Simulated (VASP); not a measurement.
# CuO (Cccm) in VASP: settings compared, part 2 of 3

VASP 6.6.1. The steps go on from the part before.

**4. Single point, LDA**

This run uses another cell than the first one, of 10.61 Å³/atom.

INCAR

```
SYSTEM = CuO
ALGO = Normal
EDIFF = 1E-6
ENCUT = 820
GGA = CA
GGA_COMPAT = .False.
ISIF = 2
ISMEAR = -1
LASPH = .True.
LCHARG = .False.
LREAL = .False.
LWAVE = .False.
NBANDS = 33
NELM = 120
PREC = Accurate
SIGMA = 0.05
```

KPOINTS

```
k-points
0
Gamma
  9 9 5
  0 0 0
```

POSCAR

```
CuO
1.0
    1.9640597285     -2.1244444051      0.0000000000
    1.9640597285      2.1244444051      0.0000000000
    0.0000000000      0.0000000000      5.0862447552
Cu O
2 2
Direct
    0.5000000000      0.0000000000      0.0000000000
    0.0000000000      0.5000000000      0.5000000000
    0.5000000000      0.5000000000      0.2500000000
    0.5000000000      0.5000000000      0.7500000000
```

Potentials or basis: VASP PAW LDA potentials, release 64 (Cu_sv_GW, O).

The run is started by

```console
cat potpaw_LDA.64/Cu_sv_GW/POTCAR potpaw_LDA.64/O/POTCAR > POTCAR
mpirun -np 1 vasp_std > vasp.out
```

OUTCAR:

```text
SYSTEM = CuO
   EDIFF = 1E-6
   ENCUT = 820
   GGA = CA
   ISIF = 2
   ISMEAR = -1
   LASPH = .True.
   LREAL = .False.
   NELM = 120
   PREC = Accurate

 ion  position               nearest neighbor table
   1  0.500  0.000  0.000-   3 1.93   4 1.93   3 1.93   4 1.93
   2  0.000  0.500  0.500-   3 1.93   4 1.93   3 1.93   4 1.93
   3  0.500  0.500  0.250-   1 1.93   2 1.93   1 1.93   2 1.93
   4  0.500  0.500  0.750-   1 1.93   2 1.93   1 1.93   2 1.93

  LATTYP: Found a base centered orthorhombic cell.
 ALAT       =     3.9281194570
 B/A-ratio  =     1.0816597756
 C/A-ratio  =     1.2948294498

  Lattice vectors:

 A1 = (   1.9640597285,  -2.1244444051,   0.0000000000)
 A2 = (   1.9640597285,   2.1244444051,   0.0000000000)
 A3 = (   0.0000000000,   0.0000000000,   5.0862447552)

Analysis of symmetry for initial positions (statically):
=====================================================================
 Subroutine PRICEL returns:
 Original cell was already a primitive cell.

 Routine SETGRP: Setting up the symmetry group for a
 base centered orthorhombic supercell.

 Subroutine GETGRP returns: Found  8 space group operations
 (whereof  4 operations were pure point group operations)
[... 172 lines left out ...]
 cond. band min:       5.0319783266   @ k =   0.2222   0.1111   0.0000
 fundamental gap:      0.0405790727
 Fermi energy:         5.0271487159

 k-point     1 :       0.0000    0.0000    0.0000
  band No.  band energies     occupation
      1    -106.7130      2.00000
      2    -106.7124      2.00000
      3     -64.7918      2.00000
      4     -64.7914      2.00000
      5     -64.7526      2.00000
      6     -64.7455      2.00000
[... 853 lines left out ...]
     32      16.6806      0.00000
     33      17.2191      0.00000

 [... further k-points ...]

------------------------ aborting loop because EDIFF is reached ----------------------------------------

  FORCE on cell =-STRESS in cart. coord.  units (eV):
  Direction    XX          YY          ZZ          XY          YZ          ZX
  --------------------------------------------------------------------------------------
  -------------------------------------------------------------------------------------
  Total       -1.3239198     -1.7672415     -1.9052017     -0.0000000      0.0000000      0.0000000
  in kB      -49.9740961    -66.7081919    -71.9157848     -0.0000000      0.0000000      0.0000000
  external PRESSURE =     -62.8660243 kB  Pullay stress =       0.0000000 kB

 VOLUME and BASIS-vectors are now :
 -----------------------------------------------------------------------------
  energy-cutoff  :      820.00
  volume of cell :       42.45
      direct lattice vectors                 reciprocal lattice vectors
     1.964059729 -2.124444405  0.000000000     0.254574743 -0.235355653  0.000000000
     1.964059729  2.124444405  0.000000000     0.254574743  0.235355653  0.000000000
     0.000000000  0.000000000  5.086244755     0.000000000  0.000000000  0.196608706

 POSITION                                       TOTAL-FORCE (eV/Angst)
 -----------------------------------------------------------------------------------
      0.98203     -1.06222      0.00000         0.000000     -0.000000      0.000000
      0.98203      1.06222      2.54312        -0.000000     -0.000000      0.000000
      1.96406      0.00000      1.27156        -0.000000     -0.000000     -0.000000
      1.96406      0.00000      3.81468        -0.000000      0.000000      0.000000
 -----------------------------------------------------------------------------------
    total drift:                                0.000000      0.000000     -0.000000

  FREE ENERGIE OF THE ION-ELECTRON SYSTEM (eV)
  ---------------------------------------------------
  free  energy   TOTEN  =       -23.6435530880 eV

  energy  without entropy=      -23.6244735525  energy(sigma->0) =      -23.63401332
```

OSZICAR:

```text
N       E                     dE             d eps       ncg     rms          rms(c)
DAV:   1     0.104652360380E+04    0.10465E+04   -0.40466E+04  7783   0.591E+03
DAV:   2     0.791646822890E+02   -0.96736E+03   -0.93077E+03  8231   0.139E+03
DAV:   3    -0.252127132230E+02   -0.10438E+03   -0.10221E+03  9602   0.499E+02
DAV:   4    -0.295335081395E+02   -0.43208E+01   -0.42933E+01  7854   0.125E+02
DAV:   5    -0.297376014037E+02   -0.20409E+00   -0.20385E+00  8636   0.229E+01    0.177E+01
DAV:   6    -0.284975335869E+02    0.12401E+01   -0.49106E+01  8668   0.363E+02    0.169E+01
DAV:   7    -0.236122465736E+02    0.48853E+01   -0.17142E+01  8044   0.302E+02    0.382E+00
DAV:   8    -0.236712159588E+02   -0.58969E-01   -0.15580E+00  7900   0.126E+01    0.196E+00
DAV:   9    -0.236457698403E+02    0.25446E-01   -0.56721E-02  9260   0.114E+01    0.451E-01
DAV:  10    -0.236435516511E+02    0.22182E-02   -0.61391E-03  9324   0.310E+00    0.163E-01
DAV:  11    -0.236436077095E+02   -0.56058E-04   -0.12623E-03  8892   0.789E-01    0.631E-02
DAV:  12    -0.236435547442E+02    0.52965E-04   -0.19737E-04  8732   0.273E-01    0.120E-02
DAV:  13    -0.236435531777E+02    0.15665E-05   -0.18940E-05  7812   0.159E-01    0.375E-03
DAV:  14    -0.236435530880E+02    0.89663E-07   -0.24894E-07  3652   0.459E-02
   1 F= -.23643553E+02 E0= -.23634013E+02  d E =-.190795E-01
```

Run time: 2 min. Hardware: 1 thread of Intel Xeon 6975P-C (Granite Rapids), shared host; peak memory 0.3 GiB.

What came out:

```
Free energy            : -23.6436 eV
Pressure               : -6.3 GPa
Band gap on the k mesh : zero (bands 25 and 26 overlap by 0.90 eV)
```

Stress tensor (GPa, compression positive):
```
-5.00  0.00  0.00
 0.00 -6.67  0.00
 0.00  0.00 -7.19
```

Caveat: the cell stands under tension; semilocal functionals often make such compounds metallic where correlation or magnetic order opens a gap, which also shifts bond lengths. With open d or f shells a metallic result of LDA can be an artefact of self-interaction; +U or a hybrid may open a gap.

**5. Single point, LDA**

This run uses another cell than the first one, of 10.83 Å³/atom.

INCAR

```
SYSTEM = CuO
PREC = Accurate
ENCUT = 820
EDIFF = 1E-6
ISMEAR = -1
SIGMA = 0.05
LREAL = .False.
LASPH = .True.
NELM = 120
ALGO = Normal
ISIF = 2
LWAVE = .False.
LCHARG = .False.
GGA = CA
NBANDS = 33
GGA_COMPAT = .False.
```

KPOINTS

```
regular mesh
0
Gamma
  9 9 5
  0 0 0
```

POSCAR

```
CuO
1.0
    1.9776053960     -2.1390962088      0.0000000000
    1.9776053960      2.1390962088      0.0000000000
    0.0000000000      0.0000000000      5.1213234137
Cu O
2 2
Direct
    0.5000000000      0.0000000000      0.0000000000
    0.0000000000      0.5000000000      0.5000000000
    0.5000000000      0.5000000000      0.2500000000
    0.5000000000      0.5000000000      0.7500000000
```

Potentials or basis: VASP PAW LDA potentials, release 64 (Cu_sv_GW, O).

The run is started by

```console
cat potpaw_LDA.64/Cu_sv_GW/POTCAR potpaw_LDA.64/O/POTCAR > POTCAR
mpirun -np 1 vasp_std > vasp.out
```

OUTCAR:

```text
SYSTEM = CuO
   PREC = Accurate
   ENCUT = 820
   EDIFF = 1E-6
   ISMEAR = -1
   LREAL = .False.
   LASPH = .True.
   NELM = 120
   ISIF = 2
   GGA = CA

 ion  position               nearest neighbor table
   1  0.500  0.000  0.000-   3 1.94   4 1.94   3 1.94   4 1.94
   2  0.000  0.500  0.500-   3 1.94   4 1.94   3 1.94   4 1.94
   3  0.500  0.500  0.250-   1 1.94   2 1.94   1 1.94   2 1.94
   4  0.500  0.500  0.750-   1 1.94   2 1.94   1 1.94   2 1.94

  LATTYP: Found a base centered orthorhombic cell.
 ALAT       =     3.9552107920
 B/A-ratio  =     1.0816597756
 C/A-ratio  =     1.2948294498

  Lattice vectors:

 A1 = (   1.9776053960,  -2.1390962088,   0.0000000000)
 A2 = (   1.9776053960,   2.1390962088,   0.0000000000)
 A3 = (   0.0000000000,   0.0000000000,   5.1213234137)

Analysis of symmetry for initial positions (statically):
=====================================================================
 Subroutine PRICEL returns:
 Original cell was already a primitive cell.

 Routine SETGRP: Setting up the symmetry group for a
 base centered orthorhombic supercell.

 Subroutine GETGRP returns: Found  8 space group operations
 (whereof  4 operations were pure point group operations)
 out of a pool of  8 trial point group operations.

The static configuration has the point symmetry C_2h.
 The point group associated with its full space group is D_2h.

Analysis of symmetry for dynamics (positions and initial velocities):
=====================================================================
 Subroutine PRICEL returns:
 Original cell was already a primitive cell.

 Routine SETGRP: Setting up the symmetry group for a
 base centered orthorhombic supercell.

 Subroutine GETGRP returns: Found  8 space group operations
 (whereof  4 operations were pure point group operations)
 out of a pool of  8 trial point group operations.

The dynamic configuration has the point symmetry C_2h.
 The point group associated with its full space group is D_2h.

 Subroutine INISYM returns: Found  8 space group operations
 (whereof  4 operations are pure point group operations),
 and found     1 'primitive' translations

----------------------------------------------------------------------------------------

                                     Primitive cell

  volume of cell :      43.3293

  direct lattice vectors                    reciprocal lattice vectors
     1.977605396 -2.139096209  0.000000000     0.252831025 -0.233743577  0.000000000
     1.977605396  2.139096209  0.000000000     0.252831025  0.233743577  0.000000000
     0.000000000  0.000000000  5.121323414     0.000000000  0.000000000  0.195262029

  length of vectors
     2.913186519  2.913186519  5.121323414     0.344324828  0.344324828  0.195262029

  position of ions in fractional coordinates (direct lattice)
     0.500000000  1.000000000  0.000000000
     1.000000000  0.500000000  0.500000000
     0.500000000  0.500000000  0.250000000
     0.500000000  0.500000000  0.750000000

  ion indices of the primitive-cell ions
   primitive index   ion index
                 1           1
                 2           2
                 3           3
                 4           4

----------------------------------------------------------------------------------------

 KPOINTS: regular mesh

Automatic generation of k-mesh.
 Grid dimensions read from file:
 generate k-points for:    9    9    5

 Generating k-lattice:

  Cartesian coordinates                     Fractional coordinates (reciprocal lattice)
     0.028092336 -0.025971509  0.000000000     0.111111111  0.000000000  0.000000000
     0.028092336  0.025971509  0.000000000     0.000000000  0.111111111  0.000000000
     0.000000000  0.000000000  0.039052406     0.000000000  0.000000000  0.200000000

  Length of vectors
     0.038258314  0.038258314  0.039052406

  Shift w.r.t. Gamma in fractional coordinates (k-lattice)
     0.000000000  0.000000000  0.000000000

 Subroutine IBZKPT returns following result:
 ===========================================

 Found     75 irreducible k-points:

 Following reciprocal coordinates:
            Coordinates               Weight
  0.000000  0.000000  0.000000      1.000000
  0.111111 -0.000000  0.000000      4.000000
  0.222222  0.000000  0.000000      4.000000
  0.333333 -0.000000  0.000000      4.000000
  0.444444  0.000000  0.000000      4.000000
  0.111111  0.111111  0.000000      2.000000
[... 16 lines left out ...]
 -0.333333  0.333333  0.000000      2.000000
  0.444444  0.444444  0.000000      2.000000
 [... further k-points ...]
   k-points           NKPTS =     75   k-points in BZ     NKDIM =     75   number of bands    NBANDS=     33
   number of dos      NEDOS =    301   number of ions     NIONS =      4
   total plane-waves  NPLWV =  37632
   dimension x,y,z NGX =    28 NGY =   28 NGZ =   48
   dimension x,y,z NGXF=    56 NGYF=   56 NGZF=   96
   ions per type =               2   2
   NGX,Y,Z   is equivalent  to a cutoff of  15.98, 15.98, 15.58 a.u.
   NGXF,Y,Z  is equivalent  to a cutoff of  31.96, 31.96, 31.16 a.u.
 SYSTEM =  CuO
   PREC   = accura    normal or accurate (medium, high low for compatibility)
   ISTART =      0    job   : 0-new  1-cont  2-samecut
   ICHARG =      2    charge: 1-file 2-atom 10-const
   ISPIN  =      1    spin polarized calculation?
   LNONCOLLINEAR =      F non collinear calculations
   LSORBIT =      F    spin-orbit coupling
   LASPH  =      T    aspherical Exc in radial PAW
   ENCUT  =  820.0 eV  60.27 Ry    7.76 a.u.   6.80  6.80 11.96*2*pi/ulx,y,z
   NELM   =    120;   NELMIN=  2; NELMDL= -5     # of ELM steps
   EDIFF  = 0.1E-05   stopping-criterion for ELM
   LREAL  =      F    real-space projection
   EDIFFG = 0.1E-04   stopping-criterion for IOM
   NSW    =      0    number of steps for IOM
   IBRION =     -1    ionic relax: 0-MD 1-quasi-New 2-CG
   NFREE  =      0    steps in history (QN), initial steepest desc. (CG)
   ISIF   =      2    stress and relaxation
   ISYM   =      2    0-nonsym 1-usesym 2-fastsym
   POTIM  = 0.5000    time-step for ionic-motion
   TEBEG  =    0.0;   TEEND  =   0.0 temperature during run
   PSTRESS=    0.0 pullay stress
   NELECT =      50.0000    total number of electrons
   NUPDOWN=      -1.0000    fix difference up-down
   EMIN   =  10.00;   EMAX   =-10.00  energy-range for DOS
   EFERMI =   0.00;   METHOD = LEGACY
   ISMEAR =    -1;   SIGMA  =   0.05  broadening in eV -4-tet -1-fermi 0-gaus
   EFERMI_NEDOS =   21; number of points for ismear=-14 and -15
   IALGO  =     38    algorithm
   IMIX   =      4    mixing-type and parameters
     AMIX     =   0.40;   BMIX     =  1.00
     AMIX_MAG =   1.60;   BMIX_MAG =  1.00
  volume/ion in A,a.u.               =      10.83        73.10
  Fermi-wavevector in a.u.,A,eV,Ry     =   1.717134  3.244912 40.117433  2.948548
  Thomas-Fermi vector in A             =   2.794190
   LORBIT       =      0    0 simple, 1 ext, 2 COOP (PROOUT), +10 PAW based schemes
   GGA     = CA    functional components
   LHFCALC =     F    Hartree Fock is set to
   AEXX    =    0.0000 exact exchange contribution
   IVDW    =     0    specifies the selected vdW correction
   LEPSILON=     F    determine dielectric tensor
   LRPA    =     F    only Hartree local field effects (RPA)
 non-spin polarized calculation
  energy-cutoff  :      820.00
  volume of cell :       43.33
 maximum number of plane-waves:      2328
   NGX = 13   NGY = 13   NGZ = 23

 number of electron      49.9999997 magnetization

 Free energy of the ion-electron system (eV)
  ---------------------------------------------------
  ext. energy  EPLUGINS =         0.00000000
  ---------------------------------------------------
  free energy    TOTEN  =       -23.60520127 eV

  energy without entropy =      -23.58598375  energy(sigma->0) =      -23.59559251

 E-fermi :   4.7510     XC(G=0): -12.3680

 val. band max:        4.7234216475   @ k =   0.1111   0.1111   0.4000
 cond. band min:       4.7568002586   @ k =   0.2222   0.1111   0.0000
 fundamental gap:      0.0333786111
 Fermi energy:         4.7510031973

 k-point     1 :       0.0000    0.0000    0.0000
  band No.  band energies     occupation
      1    -106.9112      2.00000
      2    -106.9106      2.00000
      3     -64.9892      2.00000
      4     -64.9886      2.00000
      5     -64.9513      2.00000
      6     -64.9450      2.00000
[... 853 lines left out ...]
     32      16.2469      0.00000
     33      16.4372      0.00000

 [... further k-points ...]

------------------------ aborting loop because EDIFF is reached ----------------------------------------

  FORCE on cell =-STRESS in cart. coord.  units (eV):
  Direction    XX          YY          ZZ          XY          YZ          ZX
  --------------------------------------------------------------------------------------
  -------------------------------------------------------------------------------------
  Total       -2.0848337     -2.6145698     -3.0768923     -0.0000000      0.0000000      0.0000000
  in kB      -77.0903196    -96.6782245   -113.7733965     -0.0000000      0.0000000      0.0000000
  external PRESSURE =     -95.8473135 kB  Pullay stress =       0.0000000 kB

 VOLUME and BASIS-vectors are now :
 -----------------------------------------------------------------------------
  energy-cutoff  :      820.00
  volume of cell :       43.33
      direct lattice vectors                 reciprocal lattice vectors
     1.977605396 -2.139096209  0.000000000     0.252831025 -0.233743577  0.000000000
     1.977605396  2.139096209  0.000000000     0.252831025  0.233743577  0.000000000
     0.000000000  0.000000000  5.121323414     0.000000000  0.000000000  0.195262029

 POSITION                                       TOTAL-FORCE (eV/Angst)
 -----------------------------------------------------------------------------------
      0.98880     -1.06955      0.00000        -0.000000      0.000000      0.000000
      0.98880      1.06955      2.56066         0.000000      0.000000      0.000000
      1.97761      0.00000      1.28033         0.000000      0.000000      0.000000
      1.97761      0.00000      3.84099         0.000000     -0.000000      0.000000
 -----------------------------------------------------------------------------------
    total drift:                                0.000000      0.000000     -0.000000

  FREE ENERGIE OF THE ION-ELECTRON SYSTEM (eV)
  ---------------------------------------------------
  free  energy   TOTEN  =       -23.6052012749 eV

  energy  without entropy=      -23.5859837471  energy(sigma->0) =      -23.59559251
```

Run time: 2.3 min. Hardware: 1 thread of AMD EPYC 9R45 (Zen 5), shared host; peak memory 0.28 GiB.

Results:

```
Free energy            : -23.6052 eV
Pressure               : -9.6 GPa
Band gap on the k mesh : zero (bands 25 and 26 overlap by 0.88 eV)
```

Caveat: the cell stands under tension; semilocal functionals often make such compounds metallic where correlation or magnetic order opens a gap, which also shifts bond lengths.

(Continued in part 3 of 3.)

The gap in the log of VASP goes by the Fermi energy; the results here count the filled bands.